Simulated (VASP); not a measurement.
# Zr2HS4 in VASP: notebook

The runs below take Zr2HS4 through single point, with PBE+D3(BJ).

Program: VASP 6.6.1. These are calculated values, not measurements. Logs are shortened: lines on timing, memory, paths and dates and some standing lists are left out, and cuts for length are marked.

### 1 The cell of the first run

The cell holds a slab with vacuum, 14 atoms: a = 7.298 Å, b = 7.298 Å, c = 20.917 Å, α = 90.00°, β = 90.00°, γ = 120.00°.

### 2 Single point, PBE+D3(BJ)

Contents of INCAR:

```
SYSTEM = Zr2HS4
ALGO = Normal
DIPOL = 0.5 0.5 0.281
EDIFF = 1E-6
ENCUT = 400
GGA = PE
GGA_COMPAT = .FALSE.
IDIPOL = 3
ISIF = 2
ISMEAR = 0
IVDW = 12
LASPH = .TRUE.
LCHARG = .FALSE.
LDIPOL = .TRUE.
LREAL = .FALSE.
LWAVE = .FALSE.
NBANDS = 62
NELM = 120
NELMDL = -8
PREC = Accurate
SIGMA = 0.05
```

Contents of KPOINTS:

```
k-points
0
G
  6 6 1
  0 0 0
```

Contents of POSCAR:

```
Zr2HS4
1.0
    7.2976778227      0.0000000000      0.0000000000
   -3.6488389114      6.3199743831      0.0000000000
    0.0000000000      0.0000000000     20.9171506047
S Zr H
8 4 2
Direct
    0.3333333333      0.1666666667      0.1912306354
    0.3333333333      0.6666666667      0.1912306354
    0.8333333333      0.1666666667      0.1912306354
    0.8333333333      0.6666666667      0.1912306354
    0.1666666667      0.3333333333      0.3306927762
    0.1666666667      0.8333333333      0.3306927762
    0.6666666667      0.3333333333      0.3306927762
    0.6666666667      0.8333333333      0.3306927762
    0.0000000000      0.0000000000      0.2609617058
    0.0000000000      0.5000000000      0.2609617058
    0.5000000000      0.0000000000      0.2609617058
    0.5000000000      0.5000000000      0.2609617058
    0.2449231649      0.7550768351      0.3981015752
    0.4217435018      0.5782564982      0.3981015752
```

Potentials or basis: VASP PAW PBE potentials, release 64 (S, Zr_sv, H).

Launch:

```
$ cat potpaw_PBE.64/S/POTCAR potpaw_PBE.64/Zr_sv/POTCAR potpaw_PBE.64/H/POTCAR > POTCAR
$ mpirun -np 1 vasp_std > vasp.out
```

OUTCAR:

```text
SYSTEM = Zr2HS4
   EDIFF = 1E-6
   ENCUT = 400
   GGA = PE
   ISIF = 2
   ISMEAR = 0
   IVDW = 12
   LASPH = .TRUE.
   LREAL = .FALSE.
   NELM = 120
   NELMDL = -8
   PREC = Accurate
 IVDW          = 12

 ion  position               nearest neighbor table
   1  0.333  0.167  0.191-   9 2.56  12 2.56  11 2.56
   2  0.333  0.667  0.191-  10 2.56  11 2.56  12 2.56
   3  0.833  0.167  0.191-  11 2.56  10 2.56   9 2.56
   4  0.833  0.667  0.191-  12 2.56   9 2.56  10 2.56
   5  0.167  0.333  0.331-  12 2.56   9 2.56  10 2.56
   6  0.167  0.833  0.331-  13 1.72  11 2.56  10 2.56   9 2.56
   7  0.667  0.333  0.331-  10 2.56  11 2.56  12 2.56
   8  0.667  0.833  0.331-   9 2.56  12 2.56  11 2.56
   9  0.000  0.000  0.261-   1 2.56   8 2.56   5 2.56   4 2.56   6 2.56   3 2.56  12 3.65  12 3.65
                            11 3.65  11 3.65  10 3.65  10 3.65
  10  0.000  0.500  0.261-   2 2.56   7 2.56   6 2.56   3 2.56   4 2.56   5 2.56  11 3.65  11 3.65
                            12 3.65  12 3.65   9 3.65   9 3.65
  11  0.500  0.000  0.261-   3 2.56   6 2.56   2 2.56   7 2.56   1 2.56   8 2.56  10 3.65  10 3.65
                             9 3.65   9 3.65  12 3.65  12 3.65
  12  0.500  0.500  0.261-   4 2.56   5 2.56   1 2.56   8 2.56   7 2.56   2 2.56   9 3.65   9 3.65
                            10 3.65  10 3.65  11 3.65  11 3.65
  13  0.245  0.755  0.398-   6 1.72
  14  0.422  0.578  0.398-

  LATTYP: Found a hexagonal cell.
 ALAT       =     7.2976778227
 C/A-ratio  =     2.8662748771

  Lattice vectors:

 A1 = (   7.2976778227,   0.0000000000,   0.0000000000)
 A2 = (  -3.6488389114,   6.3199743831,   0.0000000000)
 A3 = (   0.0000000000,   0.0000000000,  20.9171506047)

Analysis of symmetry for initial positions (statically):
=====================================================================
 Subroutine PRICEL returns:
 Original cell was already a primitive cell.

 Routine SETGRP: Setting up the symmetry group for a
 hexagonal supercell.

 Subroutine GETGRP returns: Found  2 space group operations
 (whereof  2 operations were pure point group operations)
 out of a pool of 24 trial point group operations.

The static configuration has the point symmetry C_1h.

Analysis of symmetry for dynamics (positions and initial velocities):
=====================================================================
 Subroutine PRICEL returns:
 Original cell was already a primitive cell.

 Routine SETGRP: Setting up the symmetry group for a
 hexagonal supercell.

 Subroutine GETGRP returns: Found  2 space group operations
 (whereof  2 operations were pure point group operations)
 out of a pool of 24 trial point group operations.

The dynamic configuration has the point symmetry C_1h.

 Subroutine INISYM returns: Found  2 space group operations
 (whereof  2 operations are pure point group operations),
 and found     1 'primitive' translations

----------------------------------------------------------------------------------------

                                     Primitive cell

  volume of cell :     964.7228

  direct lattice vectors                    reciprocal lattice vectors
     7.297677823  0.000000000  0.000000000     0.137029891  0.079114245  0.000000000
    -3.648838911  6.319974383  0.000000000     0.000000000  0.158228489  0.000000000
     0.000000000  0.000000000 20.917150605     0.000000000  0.000000000  0.047807659

  length of vectors
     7.297677823  7.297677823 20.917150605     0.158228489  0.158228489  0.047807659

  position of ions in fractional coordinates (direct lattice)
     0.333333333  0.166666667  0.191230635
     0.333333333  0.666666667  0.191230635
     0.833333333  0.166666667  0.191230635
     0.833333333  0.666666667  0.191230635
     0.166666667  0.333333333  0.330692776
     0.166666667  0.833333333  0.330692776
     0.666666667  0.333333333  0.330692776
     0.666666667  0.833333333  0.330692776
     0.000000000  0.000000000  0.260961706
     0.000000000  0.500000000  0.260961706
     0.500000000  0.000000000  0.260961706
     0.500000000  0.500000000  0.260961706
     0.244923165  0.755076835  0.398101575
     0.421743502  0.578256498  0.398101575

  ion indices of the primitive-cell ions
   primitive index   ion index
                 1           1
                 2           2
                 3           3
                 4           4
                 5           5
                 6           6
                 7           7
                 8           8
                 9           9
                10          10
                11          11
                12          12
                13          13
                14          14

----------------------------------------------------------------------------------------

 KPOINTS: k-points

Automatic generation of k-mesh.
 Grid dimensions read from file:
 generate k-points for:    6    6    1

 Generating k-lattice:

  Cartesian coordinates                     Fractional coordinates (reciprocal lattice)
     0.022838315  0.013185707  0.000000000     0.166666667  0.000000000  0.000000000
     0.000000000  0.026371415  0.000000000     0.000000000  0.166666667  0.000000000
     0.000000000  0.000000000  0.047807659     0.000000000  0.000000000  1.000000000

  Length of vectors
     0.026371415  0.026371415  0.047807659

  Shift w.r.t. Gamma in fractional coordinates (k-lattice)
     0.000000000  0.000000000  0.000000000

 Subroutine IBZKPT returns following result:
 ===========================================

 Found     13 irreducible k-points:

 Following reciprocal coordinates:
            Coordinates               Weight
  0.000000  0.000000  0.000000      1.000000
  0.166667  0.000000  0.000000      4.000000
 -0.166667  0.166667  0.000000      2.000000
  0.333333  0.000000  0.000000      4.000000
 -0.333333  0.333333  0.000000      2.000000
  0.500000  0.000000  0.000000      2.000000
  0.500000  0.500000  0.000000      1.000000
  0.166667  0.166667  0.000000      2.000000
 -0.166667  0.333333  0.000000      4.000000
  0.333333  0.166667  0.000000      4.000000
 -0.166667  0.500000  0.000000      4.000000
  0.500000  0.333333  0.000000      4.000000
  0.333333  0.333333  0.000000      2.000000
   k-points           NKPTS =     13   k-points in BZ     NKDIM =     13   number of bands    NBANDS=     62
   number of dos      NEDOS =    301   number of ions     NIONS =     14
   total plane-waves  NPLWV = 322560
   dimension x,y,z NGX =    48 NGY =   48 NGZ =  140
   dimension x,y,z NGXF=    96 NGYF=   96 NGZF=  280
   ions per type =               8   4   2
   NGX,Y,Z   is equivalent  to a cutoff of  10.93, 10.93, 11.13 a.u.
   NGXF,Y,Z  is equivalent  to a cutoff of  21.87, 21.87, 22.25 a.u.
 SYSTEM =  Zr2HS4
   PREC   = accura    normal or accurate (medium, high low for compatibility)
   ISTART =      0    job   : 0-new  1-cont  2-samecut
   ICHARG =      2    charge: 1-file 2-atom 10-const
   ISPIN  =      1    spin polarized calculation?
   LNONCOLLINEAR =      F non collinear calculations
   LSORBIT =      F    spin-orbit coupling
   LASPH  =      T    aspherical Exc in radial PAW
   ENCUT  =  400.0 eV  29.40 Ry    5.42 a.u.  11.90 11.90 34.11*2*pi/ulx,y,z
   NELM   =    120;   NELMIN=  2; NELMDL= -8     # of ELM steps
   EDIFF  = 0.1E-05   stopping-criterion for ELM
   LREAL  =      F    real-space projection
   EDIFFG = 0.1E-04   stopping-criterion for IOM
   NSW    =      0    number of steps for IOM
   IBRION =     -1    ionic relax: 0-MD 1-quasi-New 2-CG
   NFREE  =      0    steps in history (QN), initial steepest desc. (CG)
   ISIF   =      2    stress and relaxation
   ISYM   =      2    0-nonsym 1-usesym 2-fastsym
   POTIM  = 0.5000    time-step for ionic-motion
   TEBEG  =    0.0;   TEEND  =   0.0 temperature during run
   PSTRESS=    0.0 pullay stress
   NELECT =      98.0000    total number of electrons
   NUPDOWN=      -1.0000    fix difference up-down
   EMIN   =  10.00;   EMAX   =-10.00  energy-range for DOS
   EFERMI =   0.00;   METHOD = LEGACY
   ISMEAR =     0;   SIGMA  =   0.05  broadening in eV -4-tet -1-fermi 0-gaus
   EFERMI_NEDOS =   21; number of points for ismear=-14 and -15
   IALGO  =     38    algorithm
   IMIX   =      4    mixing-type and parameters
     AMIX     =   0.40;   BMIX     =  1.00
     AMIX_MAG =   1.60;   BMIX_MAG =  1.00
  volume/ion in A,a.u.               =      68.91       465.02
  Fermi-wavevector in a.u.,A,eV,Ry     =   0.763864  1.443494  7.938838  0.583488
  Thomas-Fermi vector in A             =   1.863639
   LORBIT       =      0    0 simple, 1 ext, 2 COOP (PROOUT), +10 PAW based schemes
   GGA     = PE    functional components
   LHFCALC =     F    Hartree Fock is set to
   AEXX    =    0.0000 exact exchange contribution
   IVDW    =    12    specifies the selected vdW correction
   LEPSILON=     F    determine dielectric tensor
   LRPA    =     F    only Hartree local field effects (RPA)
 non-spin polarized calculation
 Gauss-broadening in eV      SIGMA  =   0.05
  energy-cutoff  :      400.00
  volume of cell :      964.72
 maximum number of plane-waves:     17598
   NGX = 23   NGY = 23   NGZ = 69

 dipolmoment           0.000000      0.000000      0.008987 electrons x Angstroem

 number of electron      98.0000016 magnetization

 dipolmoment           0.000000      0.000000     -0.055614 electrons x Angstroem

 Free energy of the ion-electron system (eV)
  ---------------------------------------------------
  ext. energy  EPLUGINS =         0.00000000
  ---------------------------------------------------
  free energy    TOTEN  =       -88.65244025 eV

  energy without entropy =      -88.65243947  energy(sigma->0) =      -88.65243986

 E-fermi :  -2.2890     XC(G=0):  -3.2867

 val. band max:       -2.4347534095   @ k =   0.1667   0.1667   0.0000
 cond. band min:      -2.1488707057   @ k =   0.0000   0.0000   0.0000
 fundamental gap:      0.2858827037
 Fermi energy:        -2.2889978691

 k-point     1 :       0.0000    0.0000    0.0000
  band No.  band energies     occupation
      1     -52.0437      2.00000
      2     -51.9976      2.00000
      3     -51.8981      2.00000
      4     -51.8887      2.00000
      5     -30.2165      2.00000
      6     -30.1847      2.00000
[... 53 lines left out ...]
     60       0.5711      0.00000
     61       0.5979      0.00000

 k-point     2 :       0.1667    0.0000    0.0000
  band No.  band energies     occupation
      1     -52.0435      2.00000
      2     -51.9977      2.00000
      3     -51.8976      2.00000
      4     -51.8894      2.00000
      5     -30.2022      2.00000
      6     -30.1747      2.00000
[... 53 lines left out ...]
     60       0.4970      0.00000
     61       0.5091      0.00000

 k-point     3 :      -0.1667    0.1667    0.0000
  band No.  band energies     occupation
      1     -52.0436      2.00000
      2     -51.9975      2.00000
      3     -51.8984      2.00000
      4     -51.8887      2.00000
      5     -30.2092      2.00000
      6     -30.1686      2.00000
[... 629 lines left out ...]
     60       0.2444      0.00000
     61       0.4780      0.00000

 k-point    13 :       0.3333    0.3333    0.0000
  band No.  band energies     occupation
      1     -52.0430      2.00000
      2     -51.9978      2.00000
      3     -51.8964      2.00000
      4     -51.8911      2.00000
      5     -30.1416      2.00000
      6     -30.1108      2.00000
[... 53 lines left out ...]
     60       0.3552      0.00000
     61       0.4083      0.00000
 [bands above 61 left out]

------------------------ aborting loop because EDIFF is reached ----------------------------------------

 vacuum level on the upper side and lower side of the slab       (xc-potential included)        -0.193         0.033

 Edisp (eV)   -3.12781

 E8    (eV) :    -1.3919

  FORCE on cell =-STRESS in cart. coord.  units (eV):
  Direction    XX          YY          ZZ          XY          YZ          ZX
  --------------------------------------------------------------------------------------
  -------------------------------------------------------------------------------------
  Total      -3.30582    -1.51310    -0.93995     1.55254     0.85797    -1.48604
  in kB      -5.49018    -2.51290    -1.56104     2.57841     1.42488    -2.46797
  external pressure =       -3.19 kB  Pullay stress =        0.00 kB

 VOLUME and BASIS-vectors are now :
 -----------------------------------------------------------------------------
  energy-cutoff  :      400.00
  volume of cell :      964.72
      direct lattice vectors                 reciprocal lattice vectors
     7.297677823  0.000000000  0.000000000     0.137029891  0.079114245  0.000000000
    -3.648838911  6.319974383  0.000000000     0.000000000  0.158228489  0.000000000
     0.000000000  0.000000000 20.917150605     0.000000000  0.000000000  0.047807659

 POSITION                                       TOTAL-FORCE (eV/Angst)
 -----------------------------------------------------------------------------------
      1.82442      1.05333      4.00000        -0.105294      0.111016      0.074325
     -0.00000      4.21332      4.00000        -0.054322      0.031363      0.116659
      5.47326      1.05333      4.00000         0.095296     -0.055019     -0.153155
      3.64884      4.21332      4.00000        -0.148789      0.035680      0.074325
      0.00000      2.10666      6.91715        -0.121367      0.262517      0.338979
     -1.82442      5.26665      6.91715         1.329031     -0.767316      2.095969
      3.64884      2.10666      6.91715         0.002846     -0.001643      0.189476
      1.82442      5.26665      6.91715        -0.288030     -0.026152      0.338979
      0.00000      0.00000      5.45858        -0.581557      0.335762     -0.309127
     -1.82442      3.15999      5.45858         0.278873     -0.468112     -0.340171
      3.64884      0.00000      5.45858         0.544833     -0.007455     -0.340171
      1.82442      3.15999      5.45858         0.143340     -0.082758     -0.407465
     -0.96778      4.77207      8.32715        -0.320348      0.184953     -1.252074
      0.96778      3.65457      8.32715        -0.774511      0.447164     -0.426549
 -----------------------------------------------------------------------------------
    total drift:                               -0.000010      0.000006      0.000698

  FREE ENERGIE OF THE ION-ELECTRON SYSTEM (eV)
  ---------------------------------------------------
  free  energy   TOTEN  =       -91.7802458623 eV

  energy  without entropy=      -91.7802450809  energy(sigma->0) =      -91.78024547

 vacuum level on the upper side and lower side of the slab         2.946         3.178
```

It took 37 min on 1 thread of Intel Xeon Platinum 8259CL at 2.50GHz (Skylake/Cascade Lake), shared host; peak memory 0.91 GiB.

What came out:

- Free energy: -91.7802 eV
- Largest force: 2.598 eV/Å
- Band gap on the k mesh: 0.29 eV (least direct gap 0.35 eV)
- Dispersion energy per atom: -0.223 eV

Forces in eV/Å, atoms in the order of the input:
```
S   -0.105  0.111  0.074
S   -0.054  0.031  0.117
S    0.095 -0.055 -0.153
S   -0.149  0.036  0.074
S   -0.121  0.263  0.339
S    1.329 -0.767  2.096
S    0.003 -0.002  0.189
S   -0.288 -0.026  0.339
Zr  -0.582  0.336 -0.309
Zr   0.279 -0.468 -0.340
Zr   0.545 -0.007 -0.340
Zr   0.143 -0.083 -0.407
H   -0.320  0.185 -1.252
H   -0.775  0.447 -0.427
```

Levels at points of the mesh, in eV from the valence-band top:
| k point | band 46 | band 47 | band 48 | band 49 | band 50 | band 51 | band 52 | band 53 |
| --- | --- | --- | --- | --- | --- | --- | --- | --- |
| (0.00, 0.00, 0.00) | -1.74 | -0.90 | -0.89 | -0.10 | 0.29 | 0.30 | 0.77 | 0.93 |
| (0.50, 0.00, 0.00) | -1.65 | -1.64 | -1.34 | -0.13 | 0.72 | 0.85 | 1.20 | 1.51 |
| (0.50, 0.50, 0.00) | -1.70 | -1.52 | -1.47 | -0.10 | 0.62 | 0.69 | 1.16 | 1.52 |

Caveat: semilocal functionals underestimate gaps, and a narrow one can read as zero.

[end of part 1 of 2]
